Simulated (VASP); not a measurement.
# Te2Mo: single point with LDA

The system is Te2Mo, a slab with vacuum.

```
Te Mo
1.0
     6.27836    0.00000    0.00754
     0.00000    3.34895    0.00000
    -0.04175    0.00000   36.14857
Te Mo
4 2
Direct
  0.07731 0.75000 0.44344
  0.92269 0.25000 0.55656
  0.56752 0.25000 0.45920
  0.43248 0.75000 0.54080
  0.81750 0.75000 0.50232
  0.18250 0.25000 0.49768
```

* Program: VASP 6.6.1
* Task: single point
* Functional: LDA
* Potentials or basis: VASP PAW LDA potentials, release 64 (Te, Mo_sv)
* Cutoff: 520 eV
* k mesh: 6 × 10 × 1
* Occupations: gaussian, width 0.1 eV
* Spin: no spin polarisation

The largest force is 0.055 eV/Å and the band gap on the k mesh is zero (bands 26 and 27 overlap by 0.57 eV).

Forces on the atoms (eV/Å):
```
Te  -0.002  0.000 -0.055
Te   0.002  0.000  0.055
Te   0.006  0.000 -0.033
Te  -0.006  0.000  0.033
Mo  -0.028  0.000 -0.013
Mo   0.028  0.000  0.013
```

Levels at points of the mesh, in eV from the Fermi level:
```csv
k point,band 24,band 25,band 26,band 27,band 28,band 29
"(0.00, 0.00, 0.00)",-0.49,-0.46,0.43,0.49,1.27,1.65
"(0.50, 0.00, 0.00)",-1.04,-0.74,-0.49,-0.13,1.35,1.42
"(0.00, 0.50, 0.00)",-1.79,-1.54,-1.54,1.13,1.13,1.57
"(0.50, 0.50, 0.00)",-1.83,-0.95,-0.95,1.16,1.16,1.82
```

It took 14 min on 1 thread of AMD EPYC 9R45 96-Core Processor (Zen 5), on a shared host, peak memory 0.86 GiB.

Caveat: there is no dipole correction, which matters where the two faces differ; spin-orbit coupling is left out, which moves the levels of the heavy elements.
